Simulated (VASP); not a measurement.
# VH2 (Fm-3m) in VASP: relaxation of the atoms with LDA

Aim: the relaxation of the atoms of VH2 with LDA.

All numbers are computed with VASP 6.6.1; they aren't measurements. Logs are shortened: lines on timing, memory, paths and dates and some standing lists are left out, and cuts for length are marked.

**1. The cell of the first run**

The structure is cubic, space group Fm-3m (No. 225). The conventional cell has a = 3.499 Å, b = 3.499 Å, c = 3.499 Å, α = 90.00°, β = 90.00°, γ = 90.00°. Within 2.0 Å of V (site symmetry m-3m) lie 8 H at 1.52 Å. Within 2.0 Å of H (site symmetry -43m) lie 4 V at 1.52 Å and 6 H at 1.75 Å.

**2. Relaxation of the atoms, LDA, collinear spin, ferromagnetic start**

INCAR reads:

```
SYSTEM = VH2
ALGO = Normal
EDIFF = 1E-6
EDIFFG = -0.01
ENCUT = 520
GGA = CA
IBRION = 2
ISIF = 2
ISMEAR = -1
ISPIN = 2
LASPH = .TRUE.
LCHARG = .FALSE.
LMAXMIX = 4
LORBIT = 11
LREAL = .FALSE.
LWAVE = .FALSE.
MAGMOM = 1.5 0 0
NELM = 150
NSW = 50
PREC = Accurate
SIGMA = 0.05
```

KPOINTS reads:

```
k-points
0
G
  15 15 15
  0 0 0
```

POSCAR reads:

```
VH2
1.0
    0.0000000000      1.7496605734      1.7496605734
    1.7496605734      0.0000000000      1.7496605734
    1.7496605734      1.7496605734      0.0000000000
V H
1 2
Direct
    0.0000000000      0.0000000000      0.0000000000
    0.2500000000      0.2500000000      0.2500000000
    0.7500000000      0.7500000000      0.7500000000
```

Potentials or basis: VASP PAW LDA potentials, release 64 (V_sv, H).

On the command line:

```
$ cat potpaw_LDA.64/V_sv/POTCAR potpaw_LDA.64/H/POTCAR > POTCAR
$ mpirun -np 1 vasp_std > vasp.out
```

OUTCAR:

```text
SYSTEM = VH2
   EDIFF = 1E-6
   EDIFFG = -0.01
   ENCUT = 520
   GGA = CA
   IBRION = 2
   ISIF = 2
   ISMEAR = -1
   ISPIN = 2
   LASPH = .TRUE.
   LORBIT = 11
   LREAL = .FALSE.
   NELM = 150
   NSW = 50
   PREC = Accurate

 ion  position               nearest neighbor table
   1  0.000  0.000  0.000-   3 1.52   3 1.52   3 1.52   2 1.52   3 1.52   2 1.52   2 1.52   2 1.52

   2  0.250  0.250  0.250-   1 1.52   1 1.52   1 1.52   1 1.52
   3  0.750  0.750  0.750-   1 1.52   1 1.52   1 1.52   1 1.52

  LATTYP: Found a face centered cubic cell.
 ALAT       =     3.4993211468

  Lattice vectors:

 A1 = (   0.0000000000,   1.7496605734,   1.7496605734)
 A2 = (   1.7496605734,   0.0000000000,   1.7496605734)
 A3 = (   1.7496605734,   1.7496605734,   0.0000000000)

Analysis of symmetry for initial positions (statically):
=====================================================================
 Subroutine PRICEL returns:
 Original cell was already a primitive cell.

 Routine SETGRP: Setting up the symmetry group for a
 face centered cubic supercell.

 Subroutine GETGRP returns: Found 48 space group operations
 (whereof 48 operations were pure point group operations)
 out of a pool of 48 trial point group operations.

The static configuration has the point symmetry O_h .

Analysis of symmetry for dynamics (positions and initial velocities):
=====================================================================
 Subroutine PRICEL returns:
 Original cell was already a primitive cell.

 Routine SETGRP: Setting up the symmetry group for a
 face centered cubic supercell.

 Subroutine GETGRP returns: Found 48 space group operations
 (whereof 48 operations were pure point group operations)
 out of a pool of 48 trial point group operations.

The dynamic configuration has the point symmetry O_h .

Analysis of structural, dynamic, and magnetic symmetry:
=====================================================================
 Subroutine PRICEL returns:
 Original cell was already a primitive cell.

 Routine SETGRP: Setting up the symmetry group for a
 face centered cubic supercell.

 Subroutine GETGRP returns: Found 48 space group operations
 (whereof 48 operations were pure point group operations)
 out of a pool of 48 trial point group operations.

The overall configuration has the point symmetry O_h .

 Subroutine INISYM returns: Found 48 space group operations
 (whereof 48 operations are pure point group operations),
 and found     1 'primitive' translations

----------------------------------------------------------------------------------------

                                     Primitive cell

  volume of cell :      10.7125

  direct lattice vectors                    reciprocal lattice vectors
     0.000000000  1.749660573  1.749660573    -0.285769713  0.285769713  0.285769713
     1.749660573  0.000000000  1.749660573     0.285769713 -0.285769713  0.285769713
     1.749660573  1.749660573  0.000000000     0.285769713  0.285769713 -0.285769713

  length of vectors
     2.474393712  2.474393712  2.474393712     0.494967662  0.494967662  0.494967662

  position of ions in fractional coordinates (direct lattice)
     0.000000000  0.000000000  0.000000000
     0.250000000  0.250000000  0.250000000
     0.750000000  0.750000000  0.750000000

  ion indices of the primitive-cell ions
   primitive index   ion index
                 1           1
                 2           2
                 3           3

----------------------------------------------------------------------------------------

 KPOINTS: k-points

Automatic generation of k-mesh.
 Grid dimensions read from file:
 generate k-points for:   15   15   15

 Generating k-lattice:

  Cartesian coordinates                     Fractional coordinates (reciprocal lattice)
[... 47 lines left out ...]
   ions per type =               1   2
   NGX,Y,Z   is equivalent  to a cutoff of  12.09, 12.09, 12.09 a.u.
   NGXF,Y,Z  is equivalent  to a cutoff of  24.19, 24.19, 24.19 a.u.
 SYSTEM =  VH2
   PREC   = accura    normal or accurate (medium, high low for compatibility)
   ISTART =      0    job   : 0-new  1-cont  2-samecut
   ICHARG =      2    charge: 1-file 2-atom 10-const
   ISPIN  =      2    spin polarized calculation?
   LNONCOLLINEAR =      F non collinear calculations
   LSORBIT =      F    spin-orbit coupling
   LASPH  =      T    aspherical Exc in radial PAW
   ENCUT  =  520.0 eV  38.22 Ry    6.18 a.u.   4.60  4.60  4.60*2*pi/ulx,y,z
   NELM   =    150;   NELMIN=  2; NELMDL= -5     # of ELM steps
   EDIFF  = 0.1E-05   stopping-criterion for ELM
   LREAL  =      F    real-space projection
   EDIFFG = -.1E-01   stopping-criterion for IOM
   NSW    =     50    number of steps for IOM
   IBRION =      2    ionic relax: 0-MD 1-quasi-New 2-CG
   NFREE  =      1    steps in history (QN), initial steepest desc. (CG)
   ISIF   =      2    stress and relaxation
   ISYM   =      2    0-nonsym 1-usesym 2-fastsym
   POTIM  = 0.5000    time-step for ionic-motion
   TEBEG  =    0.0;   TEEND  =   0.0 temperature during run
   PSTRESS=    0.0 pullay stress
   NELECT =      15.0000    total number of electrons
   NUPDOWN=      -1.0000    fix difference up-down
   EMIN   =  10.00;   EMAX   =-10.00  energy-range for DOS
   EFERMI =   0.00;   METHOD = LEGACY
   ISMEAR =    -1;   SIGMA  =   0.05  broadening in eV -4-tet -1-fermi 0-gaus
   EFERMI_NEDOS =   21; number of points for ismear=-14 and -15
   IALGO  =     38    algorithm
   IMIX   =      4    mixing-type and parameters
     AMIX     =   0.40;   BMIX     =  1.00
     AMIX_MAG =   1.60;   BMIX_MAG =  1.00
  volume/ion in A,a.u.               =       3.57        24.10
  Fermi-wavevector in a.u.,A,eV,Ry     =   1.831505  3.461043 45.639527  3.354411
  Thomas-Fermi vector in A             =   2.885745
   LORBIT       =     11    0 simple, 1 ext, 2 COOP (PROOUT), +10 PAW based schemes
   GGA     = CA    functional components
   LHFCALC =     F    Hartree Fock is set to
   AEXX    =    0.0000 exact exchange contribution
   IVDW    =     0    specifies the selected vdW correction
   LEPSILON=     F    determine dielectric tensor
   LRPA    =     F    only Hartree local field effects (RPA)
 conjugate gradient relaxation of ions
 spin polarized calculation
  energy-cutoff  :      520.00
  volume of cell :       10.71
 maximum number of plane-waves:       302
   NGX =  9   NGY =  9   NGZ =  9

 number of electron      14.9999993 magnetization      -0.0007189

 number of electron      14.9999993 magnetization       0.0001176

 Free energy of the ion-electron system (eV)
  ---------------------------------------------------
  ext. energy  EPLUGINS =         0.00000000
  ---------------------------------------------------
  free energy    TOTEN  =       -13.95636515 eV

  energy without entropy =      -13.95002038  energy(sigma->0) =      -13.95319276

 E-fermi :  16.0381     XC(G=0): -15.7465

 val. band max:       16.0290718110   @ k =  -0.4000   0.2667   0.0667
 cond. band min:      16.0447200382   @ k =  -0.4667   0.2667   0.1333
 fundamental gap:      0.0156482273
 Fermi energy:        16.0380995146

 spin component 1

 k-point     1 :       0.0000    0.0000    0.0000
  band No.  band energies     occupation
      1     -47.7871      1.00000
      2     -20.8736      1.00000
      3     -20.8736      1.00000
      4     -20.8736      1.00000
      5       1.7373      1.00000
      6      14.0700      1.00000
      7      14.0700      1.00000
      8      14.0700      1.00000
      9      17.6804      0.00000
     10      17.6804      0.00000
     11      17.9853      0.00000
     12      38.0453      0.00000
[... 333 lines left out ...]
      1     -47.5843      1.00000
      2     -21.6112      1.00000
      3     -21.0652      1.00000
      4     -21.0521      1.00000
      5       3.5738      1.00000
      6      10.0496      1.00000
      7      14.9261      1.00000
      8      15.0151      1.00000
      9      16.1738      0.06213
     10      18.1050      0.00000
     11      23.3852      0.00000
     12      32.1838      0.00000

 [... further k-points ...]

 spin component 2

 k-point     1 :       0.0000    0.0000    0.0000
  band No.  band energies     occupation
      1     -47.7871      1.00000
      2     -20.8737      1.00000
      3     -20.8737      1.00000
      4     -20.8737      1.00000
      5       1.7374      1.00000
      6      14.0700      1.00000
      7      14.0700      1.00000
      8      14.0700      1.00000
      9      17.6803      0.00000
     10      17.6803      0.00000
     11      17.9856      0.00000
     12      38.0455      0.00000
[... 333 lines left out ...]
      1     -47.5843      1.00000
      2     -21.6112      1.00000
      3     -21.0652      1.00000
      4     -21.0521      1.00000
      5       3.5739      1.00000
      6      10.0497      1.00000
      7      14.9261      1.00000
      8      15.0151      1.00000
      9      16.1738      0.06220
     10      18.1049      0.00000
     11      23.3853      0.00000
     12      32.1839      0.00000

 [... further k-points ...]

------------------------ aborting loop because EDIFF is reached ----------------------------------------

  FORCE on cell =-STRESS in cart. coord.  units (eV):
  Direction    XX          YY          ZZ          XY          YZ          ZX
  --------------------------------------------------------------------------------------
  -------------------------------------------------------------------------------------
  Total       18.2591667     18.2591667     18.2591667      0.0000000      0.0000000     -0.0000000
  in kB     2730.8643145   2730.8643145   2730.8643145      0.0000000      0.0000000     -0.0000000
  external PRESSURE =    2730.8643145 kB  Pullay stress =       0.0000000 kB

 VOLUME and BASIS-vectors are now :
 -----------------------------------------------------------------------------
  energy-cutoff  :      520.00
  volume of cell :       10.71
      direct lattice vectors                 reciprocal lattice vectors
     0.000000000  1.749660573  1.749660573    -0.285769713  0.285769713  0.285769713
     1.749660573  0.000000000  1.749660573     0.285769713 -0.285769713  0.285769713
     1.749660573  1.749660573  0.000000000     0.285769713  0.285769713 -0.285769713

 POSITION                                       TOTAL-FORCE (eV/Angst)
 -----------------------------------------------------------------------------------
      0.00000      0.00000      0.00000        -0.000000      0.000000      0.000000
      0.87483      0.87483      0.87483         0.000000     -0.000000      0.000000
      2.62449      2.62449      2.62449         0.000000     -0.000000     -0.000000
 -----------------------------------------------------------------------------------
    total drift:                                0.000000      0.000000     -0.000000

  FREE ENERGIE OF THE ION-ELECTRON SYSTEM (eV)
  ---------------------------------------------------
  free  energy   TOTEN  =       -13.9563651476 eV

  energy  without entropy=      -13.9500203807  energy(sigma->0) =      -13.95319276

 reached required accuracy - stopping structural energy minimisation

 total charge

# of ion       s       p       d       tot
------------------------------------------
    1        2.424   6.613   4.175  13.212
    2        0.745   0.086   0.000   0.831
    3        0.745   0.086   0.000   0.831
--------------------------------------------------
tot          3.914   6.784   4.175  14.873

 magnetization (x)

# of ion       s       p       d       tot
------------------------------------------
    1       -0.000  -0.000  -0.000  -0.000
    2        0.000   0.000   0.000   0.000
    3        0.000   0.000   0.000   0.000
--------------------------------------------------
tot          0.000  -0.000  -0.000  -0.000
```

Run time: 22 s. Hardware: 1 thread of Intel Xeon Platinum 8259CL at 2.50GHz (Skylake/Cascade Lake), shared host; peak memory 0.14 GiB.

What came out:

* Free energy: -13.9564 eV
* Pressure after relaxing: 273.1 GPa
* Net moment: 0.00 μB per cell
* Valence electrons inside the program's atomic spheres: V 13.21; H 0.83

Final structure:
```cif
data_structure
_symmetry_space_group_name_H-M 'P 1'
_symmetry_Int_Tables_number 1
_cell_length_a 2.4744
_cell_length_b 2.4744
_cell_length_c 2.4744
_cell_angle_alpha 60.000
_cell_angle_beta 60.000
_cell_angle_gamma 60.000
_cell_volume 10.71
loop_
_atom_site_label
_atom_site_type_symbol
_atom_site_fract_x
_atom_site_fract_y
_atom_site_fract_z
_atom_site_occupancy
V1 V 0.00000 0.00000 0.00000 1
H1 H 0.25000 0.25000 0.25000 1
H2 H 0.75000 0.75000 0.75000 1
```

Caveat: the relaxation stopped at its first step, so nothing moved; the moments typed at the start vanished in this run.
